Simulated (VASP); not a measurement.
Set up this calculation in VASP 6.6.1, as the native input.

| Item | Value |
| --- | --- |
| Task | single point |
| Functional | PBEsol |
| Potentials or basis | VASP PAW PBE potentials, release 64 (Ti_sv) |
| Cutoff | 520 eV |
| k mesh | 9 × 9 × 9 |
| Occupations | fermi-dirac, width 0.05 eV |
| Spin | no spin polarisation |
| Dipole correction | no |
| Further INCAR settings | ALGO = Normal; EDIFF = 1e-07; NBANDS = 12 |

The structure of Ti lies in POSCAR:

```
Ti
1.0
    0.0000000000      2.0300000000      2.0300000000
    2.0300000000      0.0000000000      2.0300000000
    2.0300000000      2.0300000000      0.0000000000
Ti
1
Direct
    0.0000000000      0.0000000000      0.0000000000
```

The input as run:

INCAR

```
PREC = Accurate
ENCUT = 520
EDIFF = 1E-7
ISMEAR = -1
SIGMA = 0.05
LREAL = False
LASPH = True
NELM = 100
ALGO = Normal
ISIF = 2
LWAVE = False
LCHARG = False
GGA = PS
NBANDS = 12
```

KPOINTS

```
regular mesh
0
Gamma
  9 9 9
```

Potentials or basis: VASP PAW PBE potentials, release 64 (Ti_sv).

Run with:

```console
$ cat potpaw_PBE.64/Ti_sv/POTCAR > POTCAR
$ mpirun -np 1 vasp_std > vasp.out
```

It gave:

- Pressure: -0.3 GPa
- Band gap on the k mesh: zero (band 6 reaches 9.39 eV, above the bottom of band 7 at 8.05 eV)

Caveat: the PAW data sets were made with another functional, which shifts forces and pressure a little.

It took 5.5 s on 1 thread of Intel Xeon 6975P-C, with other jobs on the host, peak memory 0.14 GiB.
